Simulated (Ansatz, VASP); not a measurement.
# Si2C: VASP beside Ansatz

```
Si C
1.0
     2.73645    0.00000    0.00000
    -1.36823    2.36984    0.00000
     0.00000    0.00000   13.32507
Si C
4 2
Direct
  0.33333 0.66667 0.00000
  0.33333 0.66667 0.33333
  0.33333 0.66667 0.66667
  0.66667 0.33333 0.50000
  0.66667 0.33333 0.16667
  0.66667 0.33333 0.83333
```

Alike in both runs: task single point; functional PBE; k mesh 6 × 6 × 2; occupations gaussian, width 0.1 eV; no spin polarisation.

|  | VASP | Ansatz |
| --- | --- | --- |
| version | VASP 6.6.1 | Ansatz 0.2.0 |
| potentials or method | VASP PAW PBE potentials, release 64 (Si, C), cutoff 520 eV | scalar-relativistic, plane waves, PAW |
| valence electrons in the cell | 24 | 24 |

|  | VASP | Ansatz | Ansatz less VASP |
| --- | --- | --- | --- |
| gap on the k mesh at the Fermi level (eV) | none | none | - |
| pressure (GPa) | -13.7 | -13.7 | +0.01 |
| traceless stress, the component that is largest in VASP (GPa) | -7.30 | -7.31 | -0.005 |
| rms of the force components (eV/Å) | 0.491 | 0.493 | +0.0014 |

Atom by atom the forces differ by 0.001 eV/Å (rms over components). A gap of «none» marks a metal or a gap that the smearing closes. With one functional, cell and mesh, what is left measures potentials, basis and numerics.

The k mesh is coarse, so the values compare programs but aren't converged.
